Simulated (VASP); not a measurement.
# Pd (P6_3/mmc) in VASP: a series of runs, part 2 of 2

VASP 6.6.1. Earlier steps stand in the parts before.

## Step 3: Single point, PBEsol

This run uses another cell than the first one, of 14.64 Å³/atom, 0.893 times its volume.

INCAR reads:

```
SYSTEM = Pd
ALGO = Normal
EDIFF = 1E-6
ENCUT = 520
GGA = PS
ISIF = 2
ISMEAR = -1
LASPH = .True.
LCHARG = .False.
LREAL = .False.
LWAVE = .False.
NBANDS = 17
NELM = 80
PREC = Accurate
SIGMA = 0.1
```

KPOINTS reads:

```
k-points
0
Gamma
  22 22 11
  0 0 0
```

POSCAR reads:

```
Pd
1.0
    2.7263284363      0.0000000000      0.0000000000
   -1.3631642181      2.3610696849      0.0000000000
    0.0000000000      0.0000000000      4.5501402901
Pd
2
Direct
    0.3333333333      0.6666666667      0.2500000000
    0.6666666667      0.3333333333      0.7500000000
```

Potentials or basis: VASP PAW PBE potentials, release 64 (Pd).

Command:

```bash
$ cat potpaw_PBE.64/Pd/POTCAR > POTCAR
$ mpirun -np 1 vasp_std > vasp.out
```

OUTCAR:

```text
SYSTEM = Pd
   EDIFF = 1E-6
   ENCUT = 520
   GGA = PS
   ISIF = 2
   ISMEAR = -1
   LASPH = .True.
   LREAL = .False.
   NELM = 80
   PREC = Accurate

 ion  position               nearest neighbor table
   1  0.333  0.667  0.250-   2 2.77   2 2.77   2 2.77   2 2.77   2 2.77   2 2.77
   2  0.667  0.333  0.750-   1 2.77   1 2.77   1 2.77   1 2.77   1 2.77   1 2.77

  LATTYP: Found a hexagonal cell.
 ALAT       =     2.7263284363
 C/A-ratio  =     1.6689626347

  Lattice vectors:

 A1 = (   2.7263284363,   0.0000000000,   0.0000000000)
 A2 = (  -1.3631642181,   2.3610696849,   0.0000000000)
 A3 = (   0.0000000000,   0.0000000000,   4.5501402901)

Analysis of symmetry for initial positions (statically):
=====================================================================
 Subroutine PRICEL returns:
 Original cell was already a primitive cell.

 Routine SETGRP: Setting up the symmetry group for a
 hexagonal supercell.

 Subroutine GETGRP returns: Found 24 space group operations
 (whereof 12 operations were pure point group operations)
 out of a pool of 24 trial point group operations.

The static configuration has the point symmetry D_3d.
 The point group associated with its full space group is D_6h.

Analysis of symmetry for dynamics (positions and initial velocities):
=====================================================================
 Subroutine PRICEL returns:
 Original cell was already a primitive cell.

 Routine SETGRP: Setting up the symmetry group for a
 hexagonal supercell.

 Subroutine GETGRP returns: Found 24 space group operations
 (whereof 12 operations were pure point group operations)
 out of a pool of 24 trial point group operations.

The dynamic configuration has the point symmetry D_3d.
 The point group associated with its full space group is D_6h.

 Subroutine INISYM returns: Found 24 space group operations
 (whereof 12 operations are pure point group operations),
 and found     1 'primitive' translations

----------------------------------------------------------------------------------------

                                     Primitive cell

  volume of cell :      29.2895

  direct lattice vectors                    reciprocal lattice vectors
     2.726328436  0.000000000  0.000000000     0.366793665  0.211768421  0.000000000
    -1.363164218  2.361069685  0.000000000     0.000000000  0.423536843  0.000000000
     0.000000000  0.000000000  4.550140290     0.000000000  0.000000000  0.219773444

  length of vectors
     2.726328436  2.726328436  4.550140290     0.423536843  0.423536843  0.219773444

  position of ions in fractional coordinates (direct lattice)
     0.333333333  0.666666667  0.250000000
     0.666666667  0.333333333  0.750000000

  ion indices of the primitive-cell ions
   primitive index   ion index
                 1           1
                 2           2

----------------------------------------------------------------------------------------

 KPOINTS: k-points

Automatic generation of k-mesh.
 Grid dimensions read from file:
 generate k-points for:   22   22   11

 Generating k-lattice:

  Cartesian coordinates                     Fractional coordinates (reciprocal lattice)
     0.016672439  0.009625837  0.000000000     0.045454545  0.000000000  0.000000000
     0.000000000  0.019251675  0.000000000     0.000000000  0.045454545  0.000000000
     0.000000000  0.000000000  0.019979404     0.000000000  0.000000000  0.090909091

  Length of vectors
     0.019251675  0.019251675  0.019979404

  Shift w.r.t. Gamma in fractional coordinates (k-lattice)
     0.000000000  0.000000000  0.000000000

 Subroutine IBZKPT returns following result:
 ===========================================

 Found    312 irreducible k-points:

 Following reciprocal coordinates:
            Coordinates               Weight
  0.000000  0.000000  0.000000      1.000000
  0.045455  0.000000  0.000000      6.000000
  0.090909  0.000000  0.000000      6.000000
  0.136364  0.000000  0.000000      6.000000
  0.181818  0.000000  0.000000      6.000000
  0.227273  0.000000  0.000000      6.000000
[... 16 lines left out ...]
  0.090909  0.090909  0.000000      6.000000
  0.136364  0.090909  0.000000     12.000000
 [... further k-points ...]
   k-points           NKPTS =    312   k-points in BZ     NKDIM =    312   number of bands    NBANDS=     17
   number of dos      NEDOS =    301   number of ions     NIONS =      2
   total plane-waves  NPLWV =  14400
   dimension x,y,z NGX =    20 NGY =   20 NGZ =   36
   dimension x,y,z NGXF=    40 NGYF=   40 NGZF=   72
   ions per type =               2
   NGX,Y,Z   is equivalent  to a cutoff of  12.20, 12.20, 13.15 a.u.
   NGXF,Y,Z  is equivalent  to a cutoff of  24.39, 24.39, 26.31 a.u.
 SYSTEM =  Pd
   PREC   = accura    normal or accurate (medium, high low for compatibility)
   ISTART =      0    job   : 0-new  1-cont  2-samecut
   ICHARG =      2    charge: 1-file 2-atom 10-const
   ISPIN  =      1    spin polarized calculation?
   LNONCOLLINEAR =      F non collinear calculations
   LSORBIT =      F    spin-orbit coupling
   LASPH  =      T    aspherical Exc in radial PAW
   ENCUT  =  520.0 eV  38.22 Ry    6.18 a.u.   5.07  5.07  8.46*2*pi/ulx,y,z
   NELM   =     80;   NELMIN=  2; NELMDL= -5     # of ELM steps
   EDIFF  = 0.1E-05   stopping-criterion for ELM
   LREAL  =      F    real-space projection
   EDIFFG = 0.1E-04   stopping-criterion for IOM
   NSW    =      0    number of steps for IOM
   IBRION =     -1    ionic relax: 0-MD 1-quasi-New 2-CG
   NFREE  =      0    steps in history (QN), initial steepest desc. (CG)
   ISIF   =      2    stress and relaxation
   ISYM   =      2    0-nonsym 1-usesym 2-fastsym
   POTIM  = 0.5000    time-step for ionic-motion
   TEBEG  =    0.0;   TEEND  =   0.0 temperature during run
   PSTRESS=    0.0 pullay stress
   NELECT =      20.0000    total number of electrons
   NUPDOWN=      -1.0000    fix difference up-down
   EMIN   =  10.00;   EMAX   =-10.00  energy-range for DOS
   EFERMI =   0.00;   METHOD = LEGACY
   ISMEAR =    -1;   SIGMA  =   0.10  broadening in eV -4-tet -1-fermi 0-gaus
   EFERMI_NEDOS =   21; number of points for ismear=-14 and -15
   IALGO  =     38    algorithm
   IMIX   =      4    mixing-type and parameters
     AMIX     =   0.40;   BMIX     =  1.00
     AMIX_MAG =   1.60;   BMIX_MAG =  1.00
  volume/ion in A,a.u.               =      14.64        98.83
  Fermi-wavevector in a.u.,A,eV,Ry     =   1.441609  2.724247 28.276136  2.078237
  Thomas-Fermi vector in A             =   2.560222
   LORBIT       =      0    0 simple, 1 ext, 2 COOP (PROOUT), +10 PAW based schemes
   GGA     = PS    functional components
   LHFCALC =     F    Hartree Fock is set to
   AEXX    =    0.0000 exact exchange contribution
   IVDW    =     0    specifies the selected vdW correction
   LEPSILON=     F    determine dielectric tensor
   LRPA    =     F    only Hartree local field effects (RPA)
 non-spin polarized calculation
  energy-cutoff  :      520.00
  volume of cell :       29.29
 maximum number of plane-waves:       803
   NGX = 11   NGY = 11   NGZ = 17

 number of electron      19.9999998 magnetization

 Free energy of the ion-electron system (eV)
  ---------------------------------------------------
  ext. energy  EPLUGINS =         0.00000000
  ---------------------------------------------------
  free energy    TOTEN  =       -11.92372297 eV

  energy without entropy =      -11.78673876  energy(sigma->0) =      -11.85523087

 E-fermi :   9.7731     XC(G=0): -13.4230

 val. band max:        9.7722783263   @ k =   0.2273   0.1818   0.3636
 cond. band min:       9.7740512621   @ k =   0.1364   0.0455   0.4545
 fundamental gap:      0.0017729358
 Fermi energy:         9.7731205215

 k-point     1 :       0.0000    0.0000    0.0000
  band No.  band energies     occupation
      1       2.4460      2.00000
      2       4.3305      2.00000
      3       6.7280      2.00000
      4       6.9586      2.00000
      5       6.9586      2.00000
      6       7.3183      2.00000
[... 9 lines left out ...]
     16      29.3285      0.00000
     17      32.2163      0.00000
[... 441 lines left out ...]
 k-point    24 :       0.1364    0.0909    0.0000
  band No.  band energies     occupation
      1       3.6405      2.00000
      2       5.0769      2.00000
      3       6.1781      2.00000
      4       6.7938      2.00000
      5       6.9842      2.00000
      6       7.4069      2.00000
[... 9 lines left out ...]
     16      28.9796      0.00000
     17      29.5428      0.00000

 [... further k-points ...]

------------------------ aborting loop because EDIFF is reached ----------------------------------------

  FORCE on cell =-STRESS in cart. coord.  units (eV):
  Direction    XX          YY          ZZ          XY          YZ          ZX
  --------------------------------------------------------------------------------------
  -------------------------------------------------------------------------------------
  Total       -0.0236360     -0.0236360     -0.1274551     -0.0000000      0.0000000      0.0000000
  in kB       -1.2929220     -1.2929220     -6.9719771     -0.0000000      0.0000000      0.0000000
  external PRESSURE =      -3.1859403 kB  Pullay stress =       0.0000000 kB

 VOLUME and BASIS-vectors are now :
 -----------------------------------------------------------------------------
  energy-cutoff  :      520.00
  volume of cell :       29.29
      direct lattice vectors                 reciprocal lattice vectors
     2.726328436  0.000000000  0.000000000     0.366793665  0.211768421  0.000000000
    -1.363164218  2.361069685  0.000000000     0.000000000  0.423536843  0.000000000
     0.000000000  0.000000000  4.550140290     0.000000000  0.000000000  0.219773444

 POSITION                                       TOTAL-FORCE (eV/Angst)
 -----------------------------------------------------------------------------------
     -0.00000      1.57405      1.13754         0.000000      0.000000      0.000000
      1.36316      0.78702      3.41261        -0.000000      0.000000      0.000000
 -----------------------------------------------------------------------------------
    total drift:                               -0.000000      0.000000     -0.000000

  FREE ENERGIE OF THE ION-ELECTRON SYSTEM (eV)
  ---------------------------------------------------
  free  energy   TOTEN  =       -11.9237229694 eV

  energy  without entropy=      -11.7867387647  energy(sigma->0) =      -11.85523087
```

OSZICAR:

```text
N       E                     dE             d eps       ncg     rms          rms(c)
DAV:   1     0.108240320648E+03    0.10824E+03   -0.10558E+04 10632   0.116E+03
DAV:   2    -0.108537201684E+02   -0.11909E+03   -0.11279E+03 10974   0.257E+02
DAV:   3    -0.126657758535E+02   -0.18121E+01   -0.17958E+01 13055   0.351E+01
DAV:   4    -0.126767647966E+02   -0.10989E-01   -0.10988E-01 12524   0.261E+00
DAV:   5    -0.126769250659E+02   -0.16027E-03   -0.16027E-03 12955   0.337E-01    0.122E+01
DAV:   6    -0.119589857226E+02    0.71794E+00   -0.15276E+00 11390   0.129E+01    0.548E+00
DAV:   7    -0.119317321582E+02    0.27254E-01   -0.18056E-02 12920   0.122E+00    0.269E+00
DAV:   8    -0.119237344280E+02    0.79977E-02   -0.26282E-03 11512   0.411E-01    0.152E-01
DAV:   9    -0.119237154684E+02    0.18960E-04   -0.45405E-05 12875   0.600E-02    0.287E-02
DAV:  10    -0.119237231637E+02   -0.76953E-05   -0.40236E-06 12571   0.168E-02    0.524E-03
DAV:  11    -0.119237229694E+02    0.19429E-06   -0.13356E-07  6241   0.346E-03
   1 F= -.11923723E+02 E0= -.11855231E+02  d E =-.136984E+00
```

stdout:

```text
POSCAR found type information on POSCAR Pd
 POSCAR found :  1 types and       2 ions
 scaLAPACK will be used
 -----------------------------------------------------------------------------
|                                                                             |
|                                                                             |
|     You enforced a specific xc type in the INCAR file but a different       |
|     I HOPE YOU KNOW WHAT YOU ARE DOING!                                     |
|                                                                             |
 -----------------------------------------------------------------------------

 LDA part: xc-table for (Slater+PW92), standard interpolation
 POSCAR, INCAR and KPOINTS ok, starting setup
 FFT: planning ... GRIDC
 FFT: planning ... GRID_SOFT
 FFT: planning ... GRID
 WAVECAR not read
 entering main loop
```

Wall time 1.7 min (1 thread of Intel Xeon Platinum 8259CL at 2.50GHz (Skylake/Cascade Lake), shared host); peak memory 0.24 GiB.

Results:

```
Free energy            : -11.9237 eV
Pressure               : -0.3 GPa
Band gap on the k mesh : zero (band 10 reaches 9.98 eV, above the bottom of band 11 at 9.11 eV)
```

Levels at points of the mesh, in eV from the Fermi level:
| k point | band 6 | band 7 | band 8 | band 9 | band 10 | band 11 | band 12 | band 13 | band 14 | band 15 |
| --- | --- | --- | --- | --- | --- | --- | --- | --- | --- | --- |
| (0.00, 0.00, 0.00) | -2.45 | -2.45 | -1.72 | -1.72 | -0.27 | -0.27 | 0.69 | 6.96 | 17.09 | 18.65 |
| (0.50, 0.00, 0.00) | -2.24 | -1.87 | 0.01 | 0.01 | 0.21 | 2.56 | 4.54 | 9.65 | 9.92 | 13.08 |

Caveat: the PAW data sets were made with another functional, which shifts forces and pressure a little.
